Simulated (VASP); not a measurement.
# Cr2O3 (R-3c) in VASP: single point with PBE+U

Aim: the single point of Cr2O3 with PBE+U.

All numbers are computed with VASP 6.6.1; they aren't measurements. Logs are shortened: lines on timing, memory, paths and dates and some standing lists are left out, and cuts for length are marked.

## (1) The cell of the first run

Symmetry: R-3c, No. 167, trigonal system. The conventional cell has a = 4.913 Å, b = 4.913 Å, c = 13.469 Å, α = 90.00°, β = 90.00°, γ = 120.00°. Cr (site symmetry 3) has 6 O at 1.96 to 1.98 Å within 2.6 Å. Within 2.6 Å of O (site symmetry 2) lie 4 Cr at 1.96 to 1.98 Å and 2 O at 2.57 Å.

## (2) Single point, PBE+U

INCAR

```
PREC = Accurate ; ENCUT = 520
EDIFF = 1E-7 ; ISMEAR = 0
SIGMA = 0.02 ; LREAL = False
LASPH = True ; NELM = 150
ALGO = Normal ; ISIF = 2
LWAVE = False ; LCHARG = False
LMAXMIX = 4 ; LDAU = True
LDAUTYPE = 2 ; LDAUL = 2 -1
LDAUU = 3.7 0 ; LDAUJ = 0 0
LDAUPRINT = 1 ; GGA = PE
NBANDS = 53
```

KPOINTS

```
Automatic mesh
0
Gamma
  4 4 4
```

POSCAR

```
Cr2O3
1.0
    2.4564000900      1.4182032500      4.4896300000
   -2.4564000900      1.4182032500      4.4896300000
    0.0000000000     -2.8364065000      4.4896300000
Cr O
4 6
Direct
    0.8475000000      0.8475000000      0.8475000000
    0.6525000000      0.6525000000      0.6525000000
    0.1525000000      0.1525000000      0.1525000000
    0.3475000000      0.3475000000      0.3475000000
    0.0519000000      0.4481000000      0.7500000000
    0.7500000000      0.0519000000      0.4481000000
    0.4481000000      0.7500000000      0.0519000000
    0.9481000000      0.5519000000      0.2500000000
    0.2500000000      0.9481000000      0.5519000000
    0.5519000000      0.2500000000      0.9481000000
```

Potentials or basis: VASP PAW PBE potentials, release 64 (Cr_pv, O).

Launch:

```
$ cat potpaw_PBE.64/Cr_pv/POTCAR potpaw_PBE.64/O/POTCAR > POTCAR
$ mpirun -np 1 vasp_std > vasp.out
```

OUTCAR:

```text
PREC = Accurate
   ENCUT = 520
   EDIFF = 1E-7
   ISMEAR = 0
   LREAL = False
   LASPH = True
   NELM = 150
   ISIF = 2
   GGA = PE

 ion  position               nearest neighbor table
   1  0.847  0.847  0.847-   9 1.96   8 1.96  10 1.96   7 1.98   6 1.98   5 1.98   2 2.63   3 2.86
                             3 2.86   3 2.86
   2  0.653  0.653  0.653-  10 1.96   8 1.96   9 1.96   7 1.98   6 1.98   5 1.98   1 2.63   4 2.86
                             4 2.86   4 2.86
   3  0.153  0.153  0.153-   6 1.96   5 1.96   7 1.96   9 1.98  10 1.98   8 1.98   4 2.63   1 2.86
                             1 2.86   1 2.86
   4  0.347  0.347  0.347-   7 1.96   5 1.96   6 1.96   9 1.98  10 1.98   8 1.98   3 2.63   2 2.86
                             2 2.86   2 2.86
   5  0.052  0.448  0.750-   3 1.96   4 1.96   1 1.98   2 1.98
   6  0.750  0.052  0.448-   3 1.96   4 1.96   1 1.98   2 1.98
   7  0.448  0.750  0.052-   4 1.96   3 1.96   1 1.98   2 1.98
   8  0.948  0.552  0.250-   1 1.96   2 1.96   3 1.98   4 1.98
   9  0.250  0.948  0.552-   1 1.96   2 1.96   3 1.98   4 1.98
  10  0.552  0.250  0.948-   2 1.96   1 1.96   3 1.98   4 1.98

  LATTYP: Found a trigonal (rhomboedric) cell.
 ALAT       =     5.3105535867
 COS(alpha) =     0.5720937657

  Lattice vectors:

 A1 = (   2.4564000900,   1.4182032500,   4.4896300000)
 A2 = (  -2.4564000900,   1.4182032500,   4.4896300000)
 A3 = (   0.0000000000,  -2.8364065000,   4.4896300000)

Analysis of symmetry for initial positions (statically):
=====================================================================
 Subroutine PRICEL returns:
 Original cell was already a primitive cell.

 Routine SETGRP: Setting up the symmetry group for a
 trigonal (rhombohedral) supercell.

 Subroutine GETGRP returns: Found 12 space group operations
 (whereof  6 operations were pure point group operations)
 out of a pool of 12 trial point group operations.

The static configuration has the point symmetry S_6 .
 The point group associated with its full space group is D_3d.

Analysis of symmetry for dynamics (positions and initial velocities):
=====================================================================
 Subroutine PRICEL returns:
 Original cell was already a primitive cell.

 Routine SETGRP: Setting up the symmetry group for a
 trigonal (rhombohedral) supercell.

 Subroutine GETGRP returns: Found 12 space group operations
 (whereof  6 operations were pure point group operations)
 out of a pool of 12 trial point group operations.

The dynamic configuration has the point symmetry S_6 .
 The point group associated with its full space group is D_3d.

 Subroutine INISYM returns: Found 12 space group operations
 (whereof  6 operations are pure point group operations),
 and found     1 'primitive' translations

----------------------------------------------------------------------------------------

                                     Primitive cell

  volume of cell :      93.8425

  direct lattice vectors                    reciprocal lattice vectors
     2.456400090  1.418203250  4.489630000     0.203549903  0.117519592  0.074245168
    -2.456400090  1.418203250  4.489630000    -0.203549903  0.117519592  0.074245168
     0.000000000 -2.836406500  4.489630000     0.000000000 -0.235039183  0.074245168

  length of vectors
     5.310553587  5.310553587  5.310553584     0.246486840  0.246486840  0.246486841

  position of ions in fractional coordinates (direct lattice)
     0.847500000  0.847500000  0.847500000
     0.652500000  0.652500000  0.652500000
     0.152500000  0.152500000  0.152500000
[... 65 lines left out ...]
   dimension x,y,z NGX =    40 NGY =   40 NGZ =   40
   dimension x,y,z NGXF=    80 NGYF=   80 NGZF=   80
   ions per type =               4   6
   NGX,Y,Z   is equivalent  to a cutoff of  12.52, 12.52, 12.52 a.u.
   NGXF,Y,Z  is equivalent  to a cutoff of  25.04, 25.04, 25.04 a.u.
 SYSTEM =  unknown system
   PREC   = accura    normal or accurate (medium, high low for compatibility)
   ISTART =      0    job   : 0-new  1-cont  2-samecut
   ICHARG =      2    charge: 1-file 2-atom 10-const
   ISPIN  =      1    spin polarized calculation?
   LNONCOLLINEAR =      F non collinear calculations
   LSORBIT =      F    spin-orbit coupling
   LASPH  =      T    aspherical Exc in radial PAW
   ENCUT  =  520.0 eV  38.22 Ry    6.18 a.u.   9.87  9.87  9.87*2*pi/ulx,y,z
   NELM   =    150;   NELMIN=  2; NELMDL= -5     # of ELM steps
   EDIFF  = 0.1E-06   stopping-criterion for ELM
   LREAL  =      F    real-space projection
   EDIFFG = 0.1E-05   stopping-criterion for IOM
   NSW    =      0    number of steps for IOM
   IBRION =     -1    ionic relax: 0-MD 1-quasi-New 2-CG
   NFREE  =      0    steps in history (QN), initial steepest desc. (CG)
   ISIF   =      2    stress and relaxation
   ISYM   =      2    0-nonsym 1-usesym 2-fastsym
   POTIM  = 0.5000    time-step for ionic-motion
   TEBEG  =    0.0;   TEEND  =   0.0 temperature during run
   PSTRESS=    0.0 pullay stress
   NELECT =      84.0000    total number of electrons
   NUPDOWN=      -1.0000    fix difference up-down
   EMIN   =  10.00;   EMAX   =-10.00  energy-range for DOS
   EFERMI =   0.00;   METHOD = LEGACY
   ISMEAR =     0;   SIGMA  =   0.02  broadening in eV -4-tet -1-fermi 0-gaus
   EFERMI_NEDOS =   21; number of points for ismear=-14 and -15
   IALGO  =     38    algorithm
   IMIX   =      4    mixing-type and parameters
     AMIX     =   0.40;   BMIX     =  1.00
     AMIX_MAG =   1.60;   BMIX_MAG =  1.00
  volume/ion in A,a.u.               =       9.38        63.33
  Fermi-wavevector in a.u.,A,eV,Ry     =   1.577738  2.981492 33.868387  2.489256
  Thomas-Fermi vector in A             =   2.678374
   LORBIT       =      0    0 simple, 1 ext, 2 COOP (PROOUT), +10 PAW based schemes
 LDA+U is selected, type is set to LDAUTYPE =  2
   angular momentum for each species LDAUL =     2   -1
   U (eV)           for each species LDAUU =   3.7  0.0
   J (eV)           for each species LDAUJ =   0.0  0.0
   GGA     = PE    functional components
   LHFCALC =     F    Hartree Fock is set to
   AEXX    =    0.0000 exact exchange contribution
   IVDW    =     0    specifies the selected vdW correction
   LEPSILON=     F    determine dielectric tensor
   LRPA    =     F    only Hartree local field effects (RPA)
 non-spin polarized calculation
 Gauss-broadening in eV      SIGMA  =   0.02
  energy-cutoff  :      520.00
  volume of cell :       93.84
 maximum number of plane-waves:      2542
   NGX = 19   NGY = 19   NGZ = 19

atom =   1  type =  1  l = 2

 onsite density matrix

spin component  1
[... 116 lines left out ...]
  o =  0.1492  v =  0.0000 -0.0000  1.0000  0.0000  0.0000  0.0000  0.0000  0.0000  0.0000  0.0000      0.0000  0.0000  0.0000  0.0000  0.0000  0.0000  0.0000  0.0000  0.0000  0.0000
  o =  0.1492  v =  0.0000  0.0000  0.0000  0.0000  0.0000  0.0000 -0.0000  1.0000  0.0000  0.0000      0.0000  0.0000  0.0000  0.0000  0.0000  0.0000  0.0000  0.0000  0.0000  0.0000
  o =  0.2581  v =  0.7419 -0.6372 -0.0000  0.0000  0.2086  0.0000  0.0000  0.0000  0.0000  0.0000      0.0000  0.0000  0.0000  0.0000  0.0000  0.0000  0.0000  0.0000  0.0000  0.0000
  o =  0.2581  v =  0.0000  0.0000  0.0000  0.0000  0.0000  0.7419 -0.6372 -0.0000  0.0000  0.2086      0.0000  0.0000  0.0000  0.0000  0.0000  0.0000  0.0000  0.0000  0.0000  0.0000
  o =  0.2581  v =  0.2086 -0.0000  0.0000 -0.6372 -0.7419  0.0000  0.0000  0.0000  0.0000  0.0000      0.0000  0.0000  0.0000  0.0000  0.0000  0.0000  0.0000  0.0000  0.0000  0.0000
  o =  0.2581  v =  0.0000  0.0000  0.0000  0.0000  0.0000  0.2086 -0.0000  0.0000 -0.6372 -0.7419      0.0000  0.0000  0.0000  0.0000  0.0000  0.0000  0.0000  0.0000  0.0000  0.0000
  o =  0.7072  v =  0.0000  0.0000  0.0000  0.0000  0.0000 -0.6134 -0.7707  0.0000  0.0000 -0.1724      0.0000  0.0000  0.0000  0.0000  0.0000  0.0000  0.0000  0.0000  0.0000  0.0000
  o =  0.7072  v = -0.6134 -0.7707  0.0000  0.0000 -0.1724  0.0000  0.0000  0.0000  0.0000  0.0000      0.0000  0.0000  0.0000  0.0000  0.0000  0.0000  0.0000  0.0000  0.0000  0.0000
  o =  0.7072  v =  0.0000  0.0000  0.0000  0.0000  0.0000  0.1724  0.0000  0.0000  0.7707 -0.6134      0.0000  0.0000  0.0000  0.0000  0.0000  0.0000  0.0000  0.0000  0.0000  0.0000
  o =  0.7072  v =  0.1724  0.0000  0.0000  0.7707 -0.6134  0.0000  0.0000  0.0000  0.0000  0.0000      0.0000  0.0000  0.0000  0.0000  0.0000  0.0000  0.0000  0.0000  0.0000  0.0000

 number of electron      83.9999995 magnetization

 Free energy of the ion-electron system (eV)
  ---------------------------------------------------
  ext. energy  EPLUGINS =         0.00000000
  ---------------------------------------------------
  free energy    TOTEN  =       -67.39347874 eV

  energy without entropy =      -67.39270337  energy(sigma->0) =      -67.39309106

 E-fermi :   7.6422     XC(G=0): -12.3070

 val. band max:        7.6273074401   @ k =   0.5000   0.2500   0.2500
 cond. band min:       7.6737185274   @ k =   0.0000   0.0000   0.0000
 fundamental gap:      0.0464110873
 Fermi energy:         7.6422139545

 k-point     1 :       0.0000    0.0000    0.0000
  band No.  band energies     occupation
      1     -36.5021      2.00000
      2     -36.4426      2.00000
      3     -36.2597      2.00000
      4     -36.2481      2.00000
      5     -35.9015      2.00000
      6     -35.9015      2.00000
[... 717 lines left out ...]
     52      10.6662      0.00000
     53      11.3700      0.00000

------------------------ aborting loop because EDIFF is reached ----------------------------------------

  FORCE on cell =-STRESS in cart. coord.  units (eV):
  Direction    XX          YY          ZZ          XY          YZ          ZX
  --------------------------------------------------------------------------------------
  -------------------------------------------------------------------------------------
  Total        2.2769400      2.2769400     11.8734029      0.0000000      0.0000000      0.0000000
  in kB       38.8743180     38.8743178    202.7152419      0.0000000      0.0000000      0.0000000
  external PRESSURE =      93.4879592 kB  Pullay stress =       0.0000000 kB

 VOLUME and BASIS-vectors are now :
 -----------------------------------------------------------------------------
  energy-cutoff  :      520.00
  volume of cell :       93.84
      direct lattice vectors                 reciprocal lattice vectors
     2.456400090  1.418203250  4.489630000     0.203549903  0.117519592  0.074245168
    -2.456400090  1.418203250  4.489630000    -0.203549903  0.117519592  0.074245168
     0.000000000 -2.836406500  4.489630000     0.000000000 -0.235039183  0.074245168

 POSITION                                       TOTAL-FORCE (eV/Angst)
 -----------------------------------------------------------------------------------
      0.00000      0.00000     11.41488        -0.000000     -0.000000      0.982819
      0.00000      0.00000      8.78845        -0.000000     -0.000000     -0.982819
      0.00000      0.00000      2.05401        -0.000000     -0.000000     -0.982819
      0.00000      0.00000      4.68044        -0.000000     -0.000000      0.982819
     -0.97323     -1.41820      5.61204         1.251242     -0.000000     -0.000000
      1.71481     -0.13374      5.61204        -0.625621      1.083607     -0.000000
     -0.74159      1.55194      5.61204        -0.625621     -1.083607     -0.000000
      0.97323      1.41820      7.85685        -1.251242     -0.000000     -0.000000
     -1.71481      0.13374      7.85685         0.625621     -1.083607     -0.000000
      0.74159     -1.55194      7.85685         0.625621      1.083607     -0.000000
 -----------------------------------------------------------------------------------
    total drift:                               -0.000000      0.000000      0.000000

  FREE ENERGIE OF THE ION-ELECTRON SYSTEM (eV)
  ---------------------------------------------------
  free  energy   TOTEN  =       -67.3934787442 eV

  energy  without entropy=      -67.3927033722  energy(sigma->0) =      -67.39309106
```

It took 2.5 min on 1 thread of Oxide Virtual Turin-like, shared host; peak memory 0.22 GiB.

What came out:

```yaml
Free_energy: -67.3935 eV
Pressure: 9.3 GPa
Largest_force: 1.251 eV/Å
Band_gap_on_the_k_mesh: zero (band 42 reaches 7.86 eV, above the bottom of band 43 at 7.61 eV)
```

Forces in eV/Å, atoms in the order of the input:
```
Cr   0.000  0.000  0.983
Cr   0.000  0.000 -0.983
Cr   0.000  0.000 -0.983
Cr   0.000  0.000  0.983
O    1.251  0.000  0.000
O   -0.626  1.084  0.000
O   -0.626 -1.084  0.000
O   -1.251  0.000  0.000
O    0.626 -1.084  0.000
O    0.626  1.084  0.000
```

Stress tensor (GPa, compression positive):
```
 3.89  0.00  0.00
 0.00  3.89  0.00
 0.00  0.00 20.27
```

Eigenvalues of the final occupation matrices:
| site | spin | trace | eigenvalues |
| --- | --- | --- | --- |
| site 1 d | 1 | 2.08 | 0.15 0.26 0.26 0.71 0.71 |
| site 1 d | 2 | 2.08 | 0.15 0.26 0.26 0.71 0.71 |
| site 2 d | 1 | 2.08 | 0.15 0.26 0.26 0.71 0.71 |
| site 2 d | 2 | 2.08 | 0.15 0.26 0.26 0.71 0.71 |
| site 3 d | 1 | 2.08 | 0.15 0.26 0.26 0.71 0.71 |
| site 3 d | 2 | 2.08 | 0.15 0.26 0.26 0.71 0.71 |
| site 4 d | 1 | 2.08 | 0.15 0.26 0.26 0.71 0.71 |
| site 4 d | 2 | 2.08 | 0.15 0.26 0.26 0.71 0.71 |

Caveat: the k points lie up to 0.39 Å⁻¹ apart; the run has no spin polarisation, though such a crystal can be magnetic; U without spin polarisation on a metal has little footing; forces of over 1 eV/Å act on the atoms, so gaps and moduli don't describe the material at rest. Spin polarisation is off, so any magnetic state and its effect on volume and gap are missing.
